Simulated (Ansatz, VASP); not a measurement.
BaTe in VASP and in Ansatz

Contents of POSCAR:

```
BaTe
1.0
    0.0353238682      3.5677106931      3.5677106931
    3.5677106931      0.0353238682      3.5677106931
    3.5677106931      3.5677106931      0.0353238682
Ba Te
1 1
Direct
    0.0000000000      0.0000000000      0.0000000000
    0.5000000000      0.5000000000      0.5000000000
```

File INCAR.step1:

```
SYSTEM = BaTe
ALGO = Normal
EDIFF = 1E-5
ENCUT = 520
GGA = PE
ISIF = 2
ISMEAR = 0
LASPH = .TRUE.
LCHARG = .FALSE.
LREAL = .FALSE.
LWAVE = .TRUE.
NBANDS = 15
NELM = 80
PREC = Accurate
SIGMA = 0.01
```

The input INCAR.step2:

```
SYSTEM = BaTe
ALGO = Normal
EDIFF = 1E-6
ENCUT = 520
GGA = PE
HFSCREEN = 0.2079
ISIF = 2
ISMEAR = 0
ISTART = 1
LASPH = .TRUE.
LCHARG = .FALSE.
LHFCALC = .TRUE.
LREAL = .FALSE.
LWAVE = .FALSE.
NBANDS = 15
NELM = 80
PREC = Accurate
PRECFOCK = Normal
SIGMA = 0.01
```

The input KPOINTS:

```
k-points
0
G
  4 4 4
  0 0 0
```

Input for Ansatz:

```yaml
crystal:
  lattice:
    - [0.0353238682, 3.5677106931, 3.5677106931]
    - [3.5677106931, 0.0353238682, 3.5677106931]
    - [3.5677106931, 3.5677106931, 0.0353238682]
  atoms:
    - { symbol: Ba, position: [0.0, 0.0, 0.0] }
    - { symbol: Te, position: [0.5, 0.5, 0.5] }
kpoints:
  mp_grid: { grid: [4, 4, 4] }
  band_path:
    path:
      - [0.0, 0.0, 0.0]
      - [0.5, 0.0, 0.5]
      - [0.625, 0.25, 0.625]
      - [0.375, 0.375, 0.75]
      - [0.5, 0.5, 0.5]
      - [0.5, 0.25, 0.75]
      - [0.0, 0.5, 0.5]
    npoints: 1
hamiltonian:
  xc: hse06
scf:
  occupations: { method: fixed }
  n_extra_bands: 4
output:
  forces: true
  stress: true
  eigenvalues: true
  write_density: true
  write_potential: true
  elf: true
  volumetric_format: npy
```

Change from the starting cell: shear_111 strain +1.5%.

Alike in both runs: task single point; functional HSE06; k mesh 4 × 4 × 4; no spin polarisation.

```csv
,VASP,Ansatz
version,VASP 6.6.1,Ansatz 0.2.0
potentials or method,"VASP PAW PBE potentials, release 64 (Ba_sv, Te)","plane waves, PAW"
plane-wave cutoff (eV),520,420
occupations,"gaussian, width 0.01 eV",fixed
valence electrons in the cell,16,26
```

VASP gave:

- gap on the k mesh at the Fermi level (eV): 2.31
- pressure (GPa): -0.5
- traceless stress, the component that is largest in VASP (GPa): -0.13

Problem. Which values does Ansatz return?

Solution. gap on the k mesh at the Fermi level (eV): 2.36; pressure (GPa): -0.6; traceless stress, the component that is largest in VASP (GPa): -0.13.

VASP's potentials hold 16 valence electrons a cell and Ansatz's 26, so a difference there can come from the potentials and not from the codes. Ansatz's warnings: stress exchange threshold loose, stress scf threshold loose.

Spin-orbit coupling is off throughout.
